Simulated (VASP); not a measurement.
# Mg3Sn2N2 (P4mm) in VASP: relaxation of cell and atoms with PBE

Aim: the relaxation of cell and atoms of Mg3Sn2N2 with PBE.

Program: VASP 6.6.1. These are calculated values, not measurements. Logs are shortened: lines on timing, memory, paths and dates and some standing lists are left out, and cuts for length are marked.

### 1 The cell of the first run

Symmetry: P4mm, No. 99, tetragonal system. The conventional cell has a = 4.952 Å, b = 4.952 Å, c = 6.419 Å, α = 90.00°, β = 90.00°, γ = 90.00°. Mg (site symmetry 4mm) has 4 Sn at 2.56 Å and 4 N at 3.07 Å within 3.4 Å. Within 2.4 Å of Mg (site symmetry 2mm) lie 1 N at 1.81 Å and 1 Sn at 2.15 Å. Within 2.8 Å of Sn (site symmetry 2mm) lie 3 Mg at 2.15 to 2.56 Å and 1 N at 2.46 Å. N (site symmetry 2mm) has 1 Mg at 1.81 Å and 1 Sn at 2.46 Å within 2.5 Å.

The cell was built from a structure type or drawn by symmetry, and may not be a known phase.

### 2 Relaxation of cell and atoms, PBE

INCAR reads:

```
SYSTEM = Mg3Sn2N2
PREC     = Accurate       ! precision mode
ENCUT    = 600            ! plane-wave cutoff, eV
EDIFF    = 1E-7           ! SCF threshold, eV
ISMEAR   = 0              ! smearing method
SIGMA    = 0.2            ! smearing width, eV
LREAL    = .FALSE.        ! projectors in reciprocal space
LASPH    = .TRUE.         ! aspherical terms in the spheres
NELM     = 60             ! most SCF steps
ALGO     = Normal         ! electronic algorithm
ISIF     = 3              ! what is computed and relaxed
LWAVE    = .FALSE.        ! write WAVECAR
LCHARG   = .FALSE.        ! write CHGCAR
GGA      = PE             ! functional
IBRION   = 2              ! ionic algorithm
NSW      = 36             ! ionic steps
EDIFFG   = -0.08          ! ionic threshold
```

KPOINTS reads:

```
regular mesh
0
G
  3 3 3
  0 0 0
```

POSCAR reads:

```
Mg3Sn2N2
1.0
    4.9518426800      0.0000000000      0.0000000000
    0.0000000000      4.9518426800      0.0000000000
    0.0000000000      0.0000000000      6.4189850900
Mg Sn N
3 2 2
Direct
    0.0000000000      0.0000000000      0.9730283800
    0.5000000000      0.0000000000      0.5379119000
    0.0000000000      0.5000000000      0.5379119000
    0.5000000000      0.0000000000      0.8732642100
    0.0000000000      0.5000000000      0.8732642100
    0.5000000000      0.0000000000      0.2562219000
    0.0000000000      0.5000000000      0.2562219000
```

Potentials or basis: VASP PAW PBE potentials, release 64 (Mg, Sn_d, N).

Launch:

```sh
$ cat potpaw_PBE.64/Mg/POTCAR potpaw_PBE.64/Sn_d/POTCAR potpaw_PBE.64/N/POTCAR > POTCAR
$ mpirun -np 1 vasp_std > vasp.out
```

OUTCAR:

```text
SYSTEM = Mg3Sn2N2
   PREC = Accurate
   ENCUT = 600
   EDIFF = 1E-7
   ISMEAR = 0
   LREAL = .FALSE.
   LASPH = .TRUE.
   NELM = 60
   ISIF = 3
   GGA = PE
   IBRION = 2
   NSW = 36
   EDIFFG = -0.08

 ion  position               nearest neighbor table
   1  0.000  0.000  0.973-   4 2.56   5 2.56   5 2.56   4 2.56
   2  0.500  0.000  0.538-   6 1.81   4 2.15   3 3.50   3 3.50   3 3.50   3 3.50
   3  0.000  0.500  0.538-   7 1.81   5 2.15   2 3.50   2 3.50   2 3.50   2 3.50
   4  0.500  0.000  0.873-   2 2.15   6 2.46   1 2.56   1 2.56   5 3.50   5 3.50   5 3.50   5 3.50

   5  0.000  0.500  0.873-   3 2.15   7 2.46   1 2.56   1 2.56   4 3.50   4 3.50   4 3.50   4 3.50

   6  0.500  0.000  0.256-   2 1.81   4 2.46
   7  0.000  0.500  0.256-   3 1.81   5 2.46

  LATTYP: Found a simple tetragonal cell.
 ALAT       =     4.9518426800
 C/A-ratio  =     1.2962821125

  Lattice vectors:

 A1 = (   4.9518426800,   0.0000000000,   0.0000000000)
 A2 = (   0.0000000000,   4.9518426800,   0.0000000000)
 A3 = (   0.0000000000,   0.0000000000,   6.4189850900)

Analysis of symmetry for initial positions (statically):
=====================================================================
 Subroutine PRICEL returns:
 Original cell was already a primitive cell.

 Routine SETGRP: Setting up the symmetry group for a
 simple tetragonal supercell.

 Subroutine GETGRP returns: Found  8 space group operations
 (whereof  8 operations were pure point group operations)
 out of a pool of 16 trial point group operations.

The static configuration has the point symmetry C_4v.

Analysis of symmetry for dynamics (positions and initial velocities):
=====================================================================
 Subroutine PRICEL returns:
 Original cell was already a primitive cell.

 Routine SETGRP: Setting up the symmetry group for a
 simple tetragonal supercell.

 Subroutine GETGRP returns: Found  8 space group operations
 (whereof  8 operations were pure point group operations)
 out of a pool of 16 trial point group operations.

The dynamic configuration has the point symmetry C_4v.

 Subroutine INISYM returns: Found  8 space group operations
 (whereof  8 operations are pure point group operations),
 and found     1 'primitive' translations

----------------------------------------------------------------------------------------

                                     Primitive cell

  volume of cell :     157.3983

  direct lattice vectors                    reciprocal lattice vectors
     4.951842680  0.000000000  0.000000000     0.201945026  0.000000000  0.000000000
     0.000000000  4.951842680  0.000000000     0.000000000  0.201945026  0.000000000
     0.000000000  0.000000000  6.418985090     0.000000000  0.000000000  0.155787868

  length of vectors
     4.951842680  4.951842680  6.418985090     0.201945026  0.201945026  0.155787868

  position of ions in fractional coordinates (direct lattice)
     0.000000000  0.000000000  0.973028380
     0.500000000  0.000000000  0.537911900
     0.000000000  0.500000000  0.537911900
     0.500000000  0.000000000  0.873264210
     0.000000000  0.500000000  0.873264210
     0.500000000  0.000000000  0.256221900
     0.000000000  0.500000000  0.256221900

  ion indices of the primitive-cell ions
   primitive index   ion index
                 1           1
                 2           2
                 3           3
                 4           4
                 5           5
                 6           6
                 7           7

----------------------------------------------------------------------------------------

 KPOINTS: regular mesh

Automatic generation of k-mesh.
 Grid dimensions read from file:
 generate k-points for:    3    3    3

 Generating k-lattice:

  Cartesian coordinates                     Fractional coordinates (reciprocal lattice)
     0.067315009  0.000000000  0.000000000     0.333333333  0.000000000  0.000000000
     0.000000000  0.067315009  0.000000000     0.000000000  0.333333333  0.000000000
     0.000000000  0.000000000  0.051929289     0.000000000  0.000000000  0.333333333

  Length of vectors
     0.067315009  0.067315009  0.051929289

  Shift w.r.t. Gamma in fractional coordinates (k-lattice)
     0.000000000  0.000000000  0.000000000

 Subroutine IBZKPT returns following result:
 ===========================================

 Found      6 irreducible k-points:

 Following reciprocal coordinates:
            Coordinates               Weight
  0.000000  0.000000  0.000000      1.000000
  0.333333  0.000000  0.000000      4.000000
  0.333333  0.333333  0.000000      4.000000
  0.000000  0.000000  0.333333      2.000000
  0.333333  0.000000  0.333333      8.000000
  0.333333  0.333333  0.333333      8.000000
   k-points           NKPTS =      6   k-points in BZ     NKDIM =      6   number of bands    NBANDS=     26
   number of dos      NEDOS =    301   number of ions     NIONS =      7
   total plane-waves  NPLWV =  86400
   dimension x,y,z NGX =    40 NGY =   40 NGZ =   54
   dimension x,y,z NGXF=    80 NGYF=   80 NGZF=  108
   ions per type =               3   2   2
   NGX,Y,Z   is equivalent  to a cutoff of  13.43, 13.43, 13.99 a.u.
   NGXF,Y,Z  is equivalent  to a cutoff of  26.86, 26.86, 27.97 a.u.
 SYSTEM =  Mg3Sn2N2
   PREC   = accura    normal or accurate (medium, high low for compatibility)
   ISTART =      0    job   : 0-new  1-cont  2-samecut
   ICHARG =      2    charge: 1-file 2-atom 10-const
   ISPIN  =      1    spin polarized calculation?
   LNONCOLLINEAR =      F non collinear calculations
   LSORBIT =      F    spin-orbit coupling
   LASPH  =      T    aspherical Exc in radial PAW
   ENCUT  =  600.0 eV  44.10 Ry    6.64 a.u.   9.89  9.89 12.82*2*pi/ulx,y,z
   NELM   =     60;   NELMIN=  2; NELMDL= -5     # of ELM steps
   EDIFF  = 0.1E-06   stopping-criterion for ELM
   LREAL  =      F    real-space projection
   EDIFFG = -.8E-01   stopping-criterion for IOM
   NSW    =     36    number of steps for IOM
   IBRION =      2    ionic relax: 0-MD 1-quasi-New 2-CG
   NFREE  =      1    steps in history (QN), initial steepest desc. (CG)
   ISIF   =      3    stress and relaxation
   ISYM   =      2    0-nonsym 1-usesym 2-fastsym
   POTIM  = 0.5000    time-step for ionic-motion
   TEBEG  =    0.0;   TEEND  =   0.0 temperature during run
   PSTRESS=    0.0 pullay stress
   NELECT =      44.0000    total number of electrons
   NUPDOWN=      -1.0000    fix difference up-down
   EMIN   =  10.00;   EMAX   =-10.00  energy-range for DOS
   EFERMI =   0.00;   METHOD = LEGACY
   ISMEAR =     0;   SIGMA  =   0.20  broadening in eV -4-tet -1-fermi 0-gaus
   EFERMI_NEDOS =   21; number of points for ismear=-14 and -15
   IALGO  =     38    algorithm
   IMIX   =      4    mixing-type and parameters
     AMIX     =   0.40;   BMIX     =  1.00
     AMIX_MAG =   1.60;   BMIX_MAG =  1.00
  volume/ion in A,a.u.               =      22.49       151.74
  Fermi-wavevector in a.u.,A,eV,Ry     =   1.070432  2.022823 15.589888  1.145824
  Thomas-Fermi vector in A             =   2.206142
   LORBIT       =      0    0 simple, 1 ext, 2 COOP (PROOUT), +10 PAW based schemes
   GGA     = PE    functional components
   LHFCALC =     F    Hartree Fock is set to
   AEXX    =    0.0000 exact exchange contribution
   IVDW    =     0    specifies the selected vdW correction
   LEPSILON=     F    determine dielectric tensor
   LRPA    =     F    only Hartree local field effects (RPA)
 conjugate gradient relaxation of ions
 non-spin polarized calculation
 Gauss-broadening in eV      SIGMA  =   0.20
  energy-cutoff  :      600.00
  volume of cell :      157.40
 maximum number of plane-waves:      5282
 NGX is ok and might be reduce to    40
   NGX = 19   NGY = 19   NGZ = 25

--------------------------------------- Ionic step        1  -------------------------------------------

 number of electron      43.9999991 magnetization

 Free energy of the ion-electron system (eV)
  ---------------------------------------------------
  ext. energy  EPLUGINS =         0.00000000
  ---------------------------------------------------
  free energy    TOTEN  =       -17.38154243 eV

  energy without entropy =      -17.26277980  energy(sigma->0) =      -17.32216112

------------------------ aborting loop because EDIFF is reached ----------------------------------------

  FORCE on cell =-STRESS in cart. coord.  units (eV):
  Direction    XX          YY          ZZ          XY          YZ          ZX
  --------------------------------------------------------------------------------------
  -------------------------------------------------------------------------------------
  Total        6.3491930      6.3491930     23.6970152      0.0000000      0.0000000      0.0000000
  in kB       64.6292430     64.6292430    241.2149298      0.0000000      0.0000000      0.0000000
  external PRESSURE =     123.4911386 kB  Pullay stress =       0.0000000 kB
[... 104 lines left out ...]
  FREE ENERGIE OF THE ION-ELECTRON SYSTEM (eV)
  ---------------------------------------------------
  free  energy   TOTEN  =       -22.1065205707 eV

  energy  without entropy=      -21.9310290985  energy(sigma->0) =      -22.01877483

[... ionic steps 4 to 28 ...]

--------------------------------------- Ionic step       29  -------------------------------------------

 number of electron      44.0000011 magnetization

------------------------ aborting loop because EDIFF is reached ----------------------------------------

  FORCE on cell =-STRESS in cart. coord.  units (eV):
  Direction    XX          YY          ZZ          XY          YZ          ZX
  --------------------------------------------------------------------------------------
  -------------------------------------------------------------------------------------
  Total       -0.1111152     -0.1111152      0.6004166      0.0000000      0.0000000     -0.0000000
  in kB       -1.2055769     -1.2055769      6.5143972      0.0000000      0.0000000     -0.0000000
  external PRESSURE =       1.3677478 kB  Pullay stress =       0.0000000 kB
[... 67 lines left out ...]
  energy  without entropy=      -26.5470290625  energy(sigma->0) =      -26.60135003

--------------------------------------- Ionic step       31  -------------------------------------------

 number of electron      44.0000007 magnetization

 Free energy of the ion-electron system (eV)
  ---------------------------------------------------
  ext. energy  EPLUGINS =         0.00000000
  ---------------------------------------------------
  free energy    TOTEN  =       -26.65819289 eV

  energy without entropy =      -26.54734429  energy(sigma->0) =      -26.60276859

 E-fermi :   4.0033     XC(G=0):  -9.1137

 val. band max:        3.9559213328   @ k =   0.3333   0.3333   0.0000
 cond. band min:       4.0201649511   @ k =   0.3333   0.3333   0.0000
 fundamental gap:      0.0642436183
 Fermi energy:         4.0033260343

 k-point     1 :       0.0000    0.0000    0.0000
  band No.  band energies     occupation
      1     -17.5172      2.00000
      2     -17.4254      2.00000
      3     -17.3831      2.00000
      4     -17.2813      2.00000
      5     -17.2633      2.00000
      6     -17.2473      2.00000
[... 197 lines left out ...]
  FREE ENERGIE OF THE ION-ELECTRON SYSTEM (eV)
  ---------------------------------------------------
  free  energy   TOTEN  =       -26.6581928867 eV

  energy  without entropy=      -26.5473442899  energy(sigma->0) =      -26.60276859

 reached required accuracy - stopping structural energy minimisation
```

Run time: 8.1 min. Hardware: 1 thread of Intel Xeon 6975P-C (Granite Rapids), shared host; peak memory 0.31 GiB.

What came out:

```yaml
Free_energy: -26.6582 eV
Relaxed_volume: 21.02 Å³/atom
Relaxed_cell: a = 4.557 Å, b = 4.557 Å, c = 7.085 Å, α = 90.00°, β = 90.00°, γ = 90.00°
Space_group_after_relaxing_to_0.1_Å: P4mm (No. 99)
Energy_gained_by_relaxing: 1325.2 meV/atom
Ionic_steps: 31
Pressure_after_relaxing: -0.1 GPa
Largest_force_after_relaxing: 0.052 eV/Å
Band_gap_on_the_k_mesh: zero (bands 22 and 23 overlap by 0.56 eV)
```

Forces in eV/Å, atoms in the order of the input:
```
Mg   0.000  0.000 -0.018
Mg   0.000  0.000 -0.018
Mg   0.000  0.000 -0.018
Sn   0.000  0.000 -0.024
Sn   0.000  0.000 -0.024
N    0.000  0.000  0.052
N    0.000  0.000  0.052
```

Step by step:
```csv
step,energy change (eV),largest force (eV/Å),pressure (GPa),volume (Å³)
1,0.0000,8.5718,12.35,157.40
2,-4.7640,2.1296,-2.12,199.48
3,-4.7250,2.3471,-1.62,187.79
4,-5.8337,3.6337,4.83,185.66
5,-5.9923,1.7940,2.36,186.25
6,-6.4033,1.5172,0.12,195.66
7,-6.5313,1.1662,-1.50,206.11
8,-6.6575,1.0784,-0.67,204.67
9,-6.6613,1.0955,-0.83,204.88
10,-6.8507,1.1809,-1.48,201.88
11,-7.3656,1.7197,-3.24,192.95
12,-7.4820,3.5408,-4.62,175.49
13,-7.6387,2.4453,-4.36,184.73
14,-7.7642,2.4048,-4.26,181.98
15,-8.0711,2.2663,-3.77,173.87
16,-8.1820,2.2606,-1.63,158.21
17,-8.2387,2.1973,-2.83,165.08
18,-8.4092,1.7300,-2.43,163.88
19,-8.7436,0.7381,-0.74,160.30
20,-8.5702,2.9345,5.04,153.28
21,-8.8164,0.9690,0.80,157.94
22,-8.9919,0.2998,-0.36,157.48
23,-9.1074,1.3572,-2.12,155.65
24,-9.1165,1.1604,-1.96,156.04
25,-9.2194,0.6753,-1.50,152.73
26,-9.2579,0.3012,-0.83,149.71
27,-9.2589,0.3302,-0.68,149.17
28,-9.2670,0.2647,-0.25,148.35
29,-9.2692,0.2101,0.14,147.67
30,-9.2741,0.1212,0.02,147.45
31,-9.2767,0.0517,-0.14,147.13
```

Final structure:
```xyz
7
Lattice="4.5570 0.0000 0.0000 0.0000 4.5570 0.0000 0.0000 0.0000 7.0848" Properties=species:S:1:pos:R:3 pbc="T T T"
Mg    0.0000    0.0000    1.3873
Mg    2.2785    0.0000    3.3174
Mg    0.0000    2.2785    3.3174
Sn    2.2785    0.0000    6.3705
Sn    0.0000    2.2785    6.3705
N     2.2785    0.0000    1.3362
N     0.0000    2.2785    1.3362
```

Levels at points of the mesh, in eV from the Fermi level:
```csv
k point,band 20,band 21,band 22,band 23,band 24,band 25
"(0.00, 0.00, 0.00)",-0.66,-0.59,-0.12,-0.12,0.50,2.55
```

Caveat: the k points lie up to 0.46 Å⁻¹ apart in the final cell, too coarse for converged energies and pressures of a metal; spin-orbit coupling is left out, which moves the levels of the heavy elements; the relaxation stopped at a loose force limit of 0.08 eV/Å, so its end isn't a converged minimum.
